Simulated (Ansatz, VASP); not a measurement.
# BN: VASP beside Ansatz

```
CELL_PARAMETERS angstrom
2.55394 0.00000 0.00000
-1.27697 2.21178 0.00000
0.00000 0.00000 4.56500
ATOMIC_POSITIONS crystal
B 0.66667 0.33333 0.99972
B 0.33333 0.66667 0.49972
N 0.66667 0.33333 0.62528
N 0.33333 0.66667 0.12528
```

Change from the starting cell: strain +0.000 along x and y, +0.080 along z, atoms carried along.

Alike in both runs: task single point; functional PBE; k mesh 12 × 12 × 6; occupations gaussian, width 0.05 eV; no spin polarisation.

```csv
,VASP,Ansatz
version,VASP 6.6.1,Ansatz 0.2.0
potentials or method,"VASP PAW PBE potentials, release 64 (B, N), cutoff 520 eV","scalar-relativistic, plane waves, PAW"
valence electrons in the cell,16,16
```

|  | VASP | Ansatz | Ansatz less VASP |
| --- | --- | --- | --- |
| gap on the k mesh at the Fermi level (eV) | 5.03 | 5.04 | +0.012 |
| least direct gap on the mesh (eV) | 5.63 | 5.63 | -0.001 |
| pressure (GPa) | -22.4 | -22.5 | -0.08 |
| traceless stress, the component that is largest in VASP (GPa) | -38.81 | -38.58 | +0.225 |
| rms of the force components (eV/Å) | 0.314 | 0.322 | +0.0084 |

Atom by atom the forces differ by 0.008 eV/Å (rms over components).
